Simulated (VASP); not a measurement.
Set up this calculation in VASP 6.6.1, as the native input.

* Task: single point
* Functional: PBE
* Dispersion: D3(BJ)
* Potentials or basis: VASP PAW PBE potentials, release 64 (Te, Mo_sv)
* Cutoff: 520 eV
* k mesh: 9 × 9 × 1
* Occupations: gaussian, width 0.05 eV
* Spin: no spin polarisation
* Dipole correction: yes
* Further INCAR settings: ALGO = Normal; EDIFF = 1e-07; NBANDS = 35

The structure of Te2Mo lies in POSCAR:

```
Te2Mo
1.0
    3.5038815467      0.0000000000      0.0000000000
   -1.7519407734      3.0344504312      0.0000000000
    0.0000000000      0.0000000000     24.7677198428
Te Mo
4 2
Direct
    0.3333333333      0.6666666667      0.1816881016
    0.3333333333      0.6666666667      0.3284056818
    0.3333333333      1.1666666667      0.4668923904
    0.3333333333      1.1666666667      0.6136099705
    0.6666666667      0.3333333333      0.2550468917
    0.6666666667      0.8333333333      0.5402511804
```

This cell differs from its parent crystal: layers slid over each other.

These files were run (other wordings do the same):

INCAR

```
SYSTEM = Te2Mo
PREC = Accurate
ENCUT = 520
EDIFF = 1E-7
ISMEAR = 0
SIGMA = 0.05
LREAL = .False.
LASPH = .True.
NELM = 80
ALGO = Normal
ISIF = 2
LWAVE = .False.
LCHARG = .True.
LDIPOL = .True.
IDIPOL = 3
DIPOL = 0.5 0.5 0.398
GGA = PE
IVDW = 12
LELF = .True.
LVHAR = .True.
LVACPOTAV = .True.
NBANDS = 35
```

KPOINTS

```
Automatic mesh
0
Gamma
  9 9 1
  0 0 0
```

Potentials or basis: VASP PAW PBE potentials, release 64 (Te, Mo_sv).

Run with:

```console
$ cat potpaw_PBE.64/Te/POTCAR potpaw_PBE.64/Mo_sv/POTCAR > POTCAR
$ mpirun -np 1 vasp_std > vasp.out
```

It gave:

The largest force is 0.008 eV/Å and the band gap on the k mesh is 1.09 eV (least direct gap 1.16 eV). The dispersion energy per atom is -0.467 eV.

Caveat: the cell differs from its parent crystal (layers slid over each other); spin-orbit coupling is left out, which moves the levels of the heavy elements.

Run time: 4.4 min on 1 thread of Intel(R) Xeon(R) Platinum 8488C (Sapphire Rapids), on a shared host, peak memory 0.47 GiB.
